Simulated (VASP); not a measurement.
Input of a VASP 6.6.1 run:

The input INCAR:

```
SYSTEM = ZnO
PREC     = Accurate       ! precision mode
ENCUT    = 910            ! plane-wave cutoff, eV
EDIFF    = 1E-6           ! SCF threshold, eV
ISMEAR   = 0              ! smearing method
SIGMA    = 0.05           ! smearing width, eV
LREAL    = .False.        ! projectors in reciprocal space
LASPH    = .True.         ! aspherical terms in the spheres
NELM     = 120            ! most SCF steps
ALGO     = Normal         ! electronic algorithm
ISIF     = 2              ! what is computed and relaxed
LWAVE    = .False.        ! write WAVECAR
LCHARG   = .True.         ! write CHGCAR
GGA      = PE             ! functional
LELF     = .True.         ! ELF
LVHAR    = .True.       
NBANDS   = 26             ! bands
GGA_COMPAT= .False.
```

The input KPOINTS:

```
Automatic mesh
0
Gamma
  8 8 6
  0 0 0
```

File POSCAR:

```
ZnO
1.0
    3.2419811878      0.0000000000      0.0000000000
   -1.6209905939      2.8076380673      0.0000000000
    0.0000000000      0.0000000000      5.2276401338
Zn O
2 2
Direct
    0.3333333333      0.6666666667      0.0014489149
    0.6666666667      0.3333333333      0.5014489149
    0.3333333333      0.6666666667      0.3806510851
    0.6666666667      0.3333333333      0.8806510851
```

Potentials or basis: VASP PAW PBE potentials, release 64 (Zn, O_h).

The run is started by

```sh
$ cat potpaw_PBE.64/Zn/POTCAR potpaw_PBE.64/O_h/POTCAR > POTCAR
$ mpirun -np 1 vasp_std > vasp.out
```

Question: What does it give for the pressure?

Answer: 5.7 GPa.

Question: Estimate the band gap on the k mesh.

Answer: 0.78 eV, direct.

Stress tensor (GPa, compression positive):
```
5.66 0.00 0.00
0.00 5.66 0.00
0.00 0.00 5.77
```

Caveat: the cutoff is under 1.25 times the usual one of these potentials, so pressure, stress and relaxed cells hold a basis-set (Pulay) error. PBE gaps usually lie below the measured ones, often by a third to a half.
